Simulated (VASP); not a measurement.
# MoS2 (P-3m1) in VASP: a series of runs

The runs below take MoS2 through single point, with LDA.

Program: VASP 6.6.1. These are calculated values, not measurements. Logs are shortened: lines on timing, memory, paths and dates and some standing lists are left out, and cuts for length are marked.

## Step 1: The cell of the first run

It takes space group P-3m1 (No. 164, trigonal). The conventional cell has a = 3.227 Å, b = 3.227 Å, c = 6.312 Å, α = 90.00°, β = 90.00°, γ = 120.00°. Within 3.2 Å of Mo (site symmetry -3m) lie 6 S at 2.42 Å. Within 3.2 Å of S (site symmetry 3m) lie 3 Mo at 2.42 Å.

## Step 2: Single point, LDA

INCAR reads:

```
SYSTEM = MoS2
ALGO     = Normal         ! electronic algorithm
EDIFF    = 1E-6           ! SCF threshold, eV
ENCUT    = 520            ! plane-wave cutoff, eV
ISIF     = 2              ! what is computed and relaxed
ISMEAR   = -1             ! smearing method
LASPH    = .True.         ! aspherical terms in the spheres
LCHARG   = .False.        ! write CHGCAR
LREAL    = .False.        ! projectors in reciprocal space
LWAVE    = .False.        ! write WAVECAR
NBANDS   = 20             ! bands
NELM     = 80             ! most SCF steps
PREC     = Accurate       ! precision mode
SIGMA    = 0.1            ! smearing width, eV
```

KPOINTS reads:

```
k-points
0
Gamma
  10 10 5
  0 0 0
```

POSCAR reads:

```
MoS2
1.0
    3.2274600000      0.0000000000      0.0000000000
   -1.6137300000      2.7950700000      0.0000000000
    0.0000000000      0.0000000000      6.3124700000
Mo S
1 2
Direct
    0.0000000000      0.0000000000      0.5000000000
    0.3333333333      0.6666666667      0.2553200000
    0.6666666667      0.3333333333      0.7446800000
```

Potentials or basis: VASP PAW LDA potentials, release 64 (Mo_sv, S).

Run with:

```console
cat potpaw_LDA.64/Mo_sv/POTCAR potpaw_LDA.64/S/POTCAR > POTCAR
mpirun -np 1 vasp_std > vasp.out
```

OUTCAR:

```text
SYSTEM = MoS2
   EDIFF = 1E-6
   ENCUT = 520
   ISIF = 2
   ISMEAR = -1
   LASPH = .True.
   LREAL = .False.
   NELM = 80
   PREC = Accurate

 ion  position               nearest neighbor table
   1  0.000  0.000  0.500-   2 2.42   3 2.42   3 2.42   2 2.42   3 2.42   2 2.42
   2  0.333  0.667  0.255-   1 2.42   1 2.42   1 2.42
   3  0.667  0.333  0.745-   1 2.42   1 2.42   1 2.42

  LATTYP: Found a hexagonal cell.
 ALAT       =     3.2274600000
 C/A-ratio  =     1.9558631246

  Lattice vectors:

 A1 = (   3.2274600000,   0.0000000000,   0.0000000000)
 A2 = (  -1.6137300000,   2.7950700000,   0.0000000000)
 A3 = (   0.0000000000,   0.0000000000,   6.3124700000)

Analysis of symmetry for initial positions (statically):
=====================================================================
 Subroutine PRICEL returns:
 Original cell was already a primitive cell.

 Routine SETGRP: Setting up the symmetry group for a
 hexagonal supercell.

 Subroutine GETGRP returns: Found 12 space group operations
 (whereof 12 operations were pure point group operations)
 out of a pool of 24 trial point group operations.

The static configuration has the point symmetry D_3d.

Analysis of symmetry for dynamics (positions and initial velocities):
=====================================================================
 Subroutine PRICEL returns:
 Original cell was already a primitive cell.

 Routine SETGRP: Setting up the symmetry group for a
 hexagonal supercell.

 Subroutine GETGRP returns: Found 12 space group operations
 (whereof 12 operations were pure point group operations)
 out of a pool of 24 trial point group operations.

The dynamic configuration has the point symmetry D_3d.

 Subroutine INISYM returns: Found 12 space group operations
 (whereof 12 operations are pure point group operations),
 and found     1 'primitive' translations

----------------------------------------------------------------------------------------

                                     Primitive cell

  volume of cell :      56.9446

  direct lattice vectors                    reciprocal lattice vectors
     3.227460000  0.000000000  0.000000000     0.309841175  0.178886396  0.000000000
    -1.613730000  2.795070000  0.000000000     0.000000000  0.357772793  0.000000000
     0.000000000  0.000000000  6.312470000     0.000000000  0.000000000  0.158416594

  length of vectors
     3.227460000  3.227466625  6.312470000     0.357773527  0.357772793  0.158416594

  position of ions in fractional coordinates (direct lattice)
     0.000000000  0.000000000  0.500000000
     0.333333333  0.666666667  0.255320000
     0.666666667  0.333333333  0.744680000

  ion indices of the primitive-cell ions
   primitive index   ion index
                 1           1
                 2           2
                 3           3

----------------------------------------------------------------------------------------

 KPOINTS: k-points

Automatic generation of k-mesh.
 Grid dimensions read from file:
 generate k-points for:   10   10    5

 Generating k-lattice:

  Cartesian coordinates                     Fractional coordinates (reciprocal lattice)
     0.030984118  0.017888640  0.000000000     0.100000000  0.000000000  0.000000000
     0.000000000  0.035777279  0.000000000     0.000000000  0.100000000  0.000000000
     0.000000000  0.000000000  0.031683319     0.000000000  0.000000000  0.200000000

  Length of vectors
     0.035777353  0.035777279  0.031683319

  Shift w.r.t. Gamma in fractional coordinates (k-lattice)
     0.000000000  0.000000000  0.000000000

 Subroutine IBZKPT returns following result:
 ===========================================

 Found     58 irreducible k-points:

 Following reciprocal coordinates:
            Coordinates               Weight
  0.000000  0.000000  0.000000      1.000000
  0.100000  0.000000  0.000000      6.000000
  0.200000  0.000000  0.000000      6.000000
  0.300000  0.000000  0.000000      6.000000
  0.400000  0.000000  0.000000      6.000000
  0.500000  0.000000  0.000000      3.000000
[... 16 lines left out ...]
  0.000000  0.400000  0.200000      6.000000
  0.500000  0.000000  0.200000      6.000000
 [... further k-points ...]
   k-points           NKPTS =     58   k-points in BZ     NKDIM =     58   number of bands    NBANDS=     20
   number of dos      NEDOS =    301   number of ions     NIONS =      3
   total plane-waves  NPLWV =  27648
   dimension x,y,z NGX =    24 NGY =   24 NGZ =   48
   dimension x,y,z NGXF=    48 NGYF=   48 NGZF=   96
   ions per type =               1   2
   NGX,Y,Z   is equivalent  to a cutoff of  12.36, 12.36, 12.64 a.u.
   NGXF,Y,Z  is equivalent  to a cutoff of  24.72, 24.72, 25.28 a.u.
 SYSTEM =  MoS2
   PREC   = accura    normal or accurate (medium, high low for compatibility)
   ISTART =      0    job   : 0-new  1-cont  2-samecut
   ICHARG =      2    charge: 1-file 2-atom 10-const
   ISPIN  =      1    spin polarized calculation?
   LNONCOLLINEAR =      F non collinear calculations
   LSORBIT =      F    spin-orbit coupling
   LASPH  =      T    aspherical Exc in radial PAW
   ENCUT  =  520.0 eV  38.22 Ry    6.18 a.u.   6.00  6.00 11.74*2*pi/ulx,y,z
   NELM   =     80;   NELMIN=  2; NELMDL= -5     # of ELM steps
   EDIFF  = 0.1E-05   stopping-criterion for ELM
   LREAL  =      F    real-space projection
   EDIFFG = 0.1E-04   stopping-criterion for IOM
   NSW    =      0    number of steps for IOM
   IBRION =     -1    ionic relax: 0-MD 1-quasi-New 2-CG
   NFREE  =      0    steps in history (QN), initial steepest desc. (CG)
   ISIF   =      2    stress and relaxation
   ISYM   =      2    0-nonsym 1-usesym 2-fastsym
   POTIM  = 0.5000    time-step for ionic-motion
   TEBEG  =    0.0;   TEEND  =   0.0 temperature during run
   PSTRESS=    0.0 pullay stress
   NELECT =      26.0000    total number of electrons
   NUPDOWN=      -1.0000    fix difference up-down
   EMIN   =  10.00;   EMAX   =-10.00  energy-range for DOS
   EFERMI =   0.00;   METHOD = LEGACY
   ISMEAR =    -1;   SIGMA  =   0.10  broadening in eV -4-tet -1-fermi 0-gaus
   EFERMI_NEDOS =   21; number of points for ismear=-14 and -15
   IALGO  =     38    algorithm
   IMIX   =      4    mixing-type and parameters
     AMIX     =   0.40;   BMIX     =  1.00
     AMIX_MAG =   1.60;   BMIX_MAG =  1.00
  volume/ion in A,a.u.               =      18.98       128.09
  Fermi-wavevector in a.u.,A,eV,Ry     =   1.260613  2.382212 21.621619  1.589144
  Thomas-Fermi vector in A             =   2.394113
   LORBIT       =      0    0 simple, 1 ext, 2 COOP (PROOUT), +10 PAW based schemes
   GGA     = CA    functional components
   LHFCALC =     F    Hartree Fock is set to
   AEXX    =    0.0000 exact exchange contribution
   IVDW    =     0    specifies the selected vdW correction
   LEPSILON=     F    determine dielectric tensor
   LRPA    =     F    only Hartree local field effects (RPA)
 non-spin polarized calculation
  energy-cutoff  :      520.00
  volume of cell :       56.94
 maximum number of plane-waves:      1556
   NGX = 13   NGY = 13   NGZ = 23

 number of electron      26.0000002 magnetization

 Free energy of the ion-electron system (eV)
  ---------------------------------------------------
  ext. energy  EPLUGINS =         0.00000000
  ---------------------------------------------------
  free energy    TOTEN  =       -23.56588110 eV

  energy without entropy =      -23.52430811  energy(sigma->0) =      -23.54509461

 E-fermi :   6.7536     XC(G=0): -10.7682

 val. band max:        6.7031805766   @ k =   0.1000   0.0000   0.0000
 cond. band min:       6.7681174945   @ k =   0.2000   0.2000   0.4000
 fundamental gap:      0.0649369179
 Fermi energy:         6.7536472819

 k-point     1 :       0.0000    0.0000    0.0000
  band No.  band energies     occupation
      1     -54.6711      2.00000
      2     -28.9010      2.00000
      3     -28.8621      2.00000
      4     -28.8621      2.00000
      5      -7.9974      2.00000
      6      -6.5289      2.00000
[... 12 lines left out ...]
     19      12.7696      0.00000
     20      16.3131      0.00000

 k-point     2 :       0.1000    0.0000    0.0000
  band No.  band energies     occupation
      1     -54.6680      2.00000
      2     -28.8953      2.00000
      3     -28.8939      2.00000
      4     -28.8695      2.00000
      5      -7.8460      2.00000
      6      -6.4976      2.00000
[... 12 lines left out ...]
     19      13.5189      0.00000
     20      15.8654      0.00000

 k-point     3 :       0.2000    0.0000    0.0000
  band No.  band energies     occupation
      1     -54.6600      2.00000
      2     -28.9783      2.00000
      3     -28.8888      2.00000
      4     -28.8782      2.00000
      5      -7.4244      2.00000
      6      -6.4108      2.00000
[... 12 lines left out ...]
     19      14.3986      0.00000
     20      15.5003      0.00000

 k-point     4 :       0.3000    0.0000    0.0000
  band No.  band energies     occupation
      1     -54.6500      2.00000
      2     -29.0803      2.00000
      3     -28.9126      2.00000
      4     -28.8576      2.00000
      5      -6.8565      2.00000
      6      -6.2663      2.00000
[... 12 lines left out ...]
     19      13.9565      0.00000
     20      14.5392      0.00000

 k-point     5 :       0.4000    0.0000    0.0000
  band No.  band energies     occupation
      1     -54.6418      2.00000
      2     -29.1616      2.00000
      3     -28.9317      2.00000
      4     -28.8410      2.00000
      5      -6.4738      2.00000
      6      -5.9566      2.00000
[... 12 lines left out ...]
     19      13.4236      0.00000
     20      14.5784      0.00000
[... 353 lines left out ...]
      6      -6.3652      2.00000
[... 12 lines left out ...]
     19      14.4149      0.00000
     20      14.5048      0.00000

 k-point    22 :       0.4000    0.0000    0.2000
  band No.  band energies     occupation
      1     -54.6418      2.00000
      2     -29.1616      2.00000
      3     -28.9317      2.00000
      4     -28.8410      2.00000
      5      -6.5276      2.00000
      6      -5.8820      2.00000
[... 12 lines left out ...]
     19      13.0225      0.00000
     20      15.4744      0.00000

 k-point    23 :       0.0000    0.4000    0.2000
  band No.  band energies     occupation
      1     -54.6418      2.00000
      2     -29.1616      2.00000
      3     -28.9317      2.00000
      4     -28.8410      2.00000
      5      -6.4388      2.00000
      6      -6.0007      2.00000
[... 12 lines left out ...]
     19      13.3210      0.00000
     20      14.3372      0.00000

 k-point    24 :       0.5000    0.0000    0.2000
  band No.  band energies     occupation
      1     -54.6387      2.00000
      2     -29.1924      2.00000
      3     -28.9390      2.00000
      4     -28.8346      2.00000
      5      -6.4172      2.00000
      6      -5.6920      2.00000
[... 12 lines left out ...]
     19      13.0868      0.00000
     20      14.4015      0.00000

 [... further k-points ...]
[... 5 lines left out ...]
  --------------------------------------------------------------------------------------
  -------------------------------------------------------------------------------------
  Total       -2.4306613     -2.4306746     -1.2511579      0.0000000      0.0000000      0.0000000
  in kB      -68.3883522    -68.3887266    -35.2022000      0.0000000      0.0000000      0.0000000
  external PRESSURE =     -57.3264263 kB  Pullay stress =       0.0000000 kB

 VOLUME and BASIS-vectors are now :
 -----------------------------------------------------------------------------
  energy-cutoff  :      520.00
  volume of cell :       56.94
      direct lattice vectors                 reciprocal lattice vectors
     3.227460000  0.000000000  0.000000000     0.309841175  0.178886396  0.000000000
    -1.613730000  2.795070000  0.000000000     0.000000000  0.357772793  0.000000000
     0.000000000  0.000000000  6.312470000     0.000000000  0.000000000  0.158416594

 POSITION                                       TOTAL-FORCE (eV/Angst)
 -----------------------------------------------------------------------------------
      0.00000      0.00000      3.15624        -0.000000      0.000000     -0.000000
     -0.00000      1.86338      1.61170         0.000000      0.000000      0.136964
      1.61373      0.93169      4.70077        -0.000000     -0.000000     -0.136964
 -----------------------------------------------------------------------------------
    total drift:                                0.000000      0.000000      0.000000

  FREE ENERGIE OF THE ION-ELECTRON SYSTEM (eV)
  ---------------------------------------------------
  free  energy   TOTEN  =       -23.5658811032 eV

  energy  without entropy=      -23.5243081117  energy(sigma->0) =      -23.54509461
```

It took 17 s on 1 thread of Intel Xeon 6975P-C (Granite Rapids), shared host; peak memory 0.18 GiB.

What came out:

| Quantity | Value |
| --- | --- |
| Free energy | -23.5659 eV |
| Pressure | -5.7 GPa |
| Largest force | 0.137 eV/Å |
| Band gap on the k mesh | zero (band 13 reaches 7.16 eV, above the bottom of band 14 at 6.41 eV) |

Forces in eV/Å, atoms in the order of the input:
```
Mo   0.000  0.000  0.000
S    0.000  0.000  0.137
S    0.000  0.000 -0.137
```

Levels at points of the mesh, in eV from the Fermi level:
| k point | band 9 | band 10 | band 11 | band 12 | band 13 | band 14 | band 15 | band 16 | band 17 | band 18 |
| --- | --- | --- | --- | --- | --- | --- | --- | --- | --- | --- |
| (0.00, 0.00, 0.00) | -4.03 | -1.80 | -1.10 | -0.96 | -0.96 | -0.28 | -0.28 | 3.21 | 3.21 | 6.00 |
| (0.50, 0.00, 0.00) | -4.74 | -4.08 | -3.16 | -1.74 | -1.72 | 0.93 | 1.69 | 3.64 | 3.74 | 5.55 |

## Step 3: Single point, LDA

This run uses another cell than the first one, of 19.46 Å³/atom, 1.025 times its volume.

INCAR reads:

```
PREC = Accurate
ENCUT = 520
EDIFF = 1E-6
ISMEAR = -1
SIGMA = 0.1
LREAL = F
LASPH = T
NELM = 80
ALGO = Normal
ISIF = 2
LWAVE = F
LCHARG = F
GGA = CA
NBANDS = 20
```

KPOINTS reads:

```
regular mesh
0
Gamma
  10 10 5
```

POSCAR reads:

```
MoS2
1.0
    3.2541344328      0.0000000000      0.0000000000
   -1.6270672164      2.8181707997      0.0000000000
    0.0000000000      0.0000000000      6.3646415395
Mo S
1 2
Direct
    0.0000000000      0.0000000000      0.5000000000
    0.3333333333      0.6666666667      0.2553200000
    0.6666666667      0.3333333333      0.7446800000
```

Potentials or basis: VASP PAW LDA potentials, release 64 (Mo_sv, S).

Run with:

```console
cat potpaw_LDA.64/Mo_sv/POTCAR potpaw_LDA.64/S/POTCAR > POTCAR
mpirun -np 1 vasp_std > vasp.out
```

It took 17 s on 1 thread of Intel Xeon 6975P-C (Granite Rapids), shared host; peak memory 0.18 GiB.

The run converged. Its results:

| Item | Value |
| --- | --- |
| Free energy | -23.5027 eV |
| Pressure | -8.6 GPa |
| Largest force | 0.508 eV/Å |
| Band gap on the k mesh | zero (band 13 reaches 6.83 eV, above the bottom of band 14 at 6.08 eV) |

Forces in eV/Å, atoms in the order of the input:
```
Mo   0.000  0.000  0.000
S    0.000  0.000  0.508
S    0.000  0.000 -0.508
```

Stress tensor (GPa, compression positive):
```
-9.54  0.00  0.00
 0.00 -9.54  0.00
 0.00  0.00 -6.69
```

Levels at points of the mesh, in eV from the Fermi level:
```
           k point  band 9  band 10  band 11  band 12  band 13  band 14  band 15  band 16  band 17  band 18
(0.00, 0.00, 0.00)   -3.91    -1.76    -1.04    -0.92    -0.92    -0.29    -0.29     3.11     3.11     5.79
(0.50, 0.00, 0.00)   -4.61    -3.97    -3.10    -1.71    -1.67     0.89     1.63     3.53     3.67     5.55
```

[end of part 1 of 2]
